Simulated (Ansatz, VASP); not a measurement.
**One calculation of Ba, two programs**

```
Ba
1.0
     3.80019    0.00000    0.00000
     0.00000    3.80019    0.00000
     0.00000    0.00000    3.97648
Ba
1
Direct
  0.00000 0.00000 0.00000
```

Change from the starting cell: strain -0.030 along x and y, +0.015 along z, atoms carried along.

Alike in both runs: task single point; functional LDA; k mesh 12 × 12 × 12; occupations gaussian, width 0.15 eV; no spin polarisation.

|  | VASP | Ansatz |
| --- | --- | --- |
| version | VASP 6.6.1 | Ansatz 0.2.0 |
| potentials or method | VASP PAW LDA potentials, release 64 (Ba_sv), cutoff 520 eV | scalar-relativistic, plane waves, PAW |
| valence electrons in the cell | 10 | 10 |

VASP gave:

* gap on the k mesh at the Fermi level (eV): none
* pressure (GPa): -0.7
* traceless stress, the component that is largest in VASP (GPa): -0.88

Question: Which values does Ansatz return?

Answer: gap on the k mesh at the Fermi level (eV): none; pressure (GPa): -0.9; traceless stress, the component that is largest in VASP (GPa): -0.84.

LDA's correlation is that of Perdew and Zunger in VASP and of Perdew and Wang (1992) in Ansatz. A gap of «none» marks a metal or a gap that the smearing closes.

Spin-orbit coupling is off throughout.
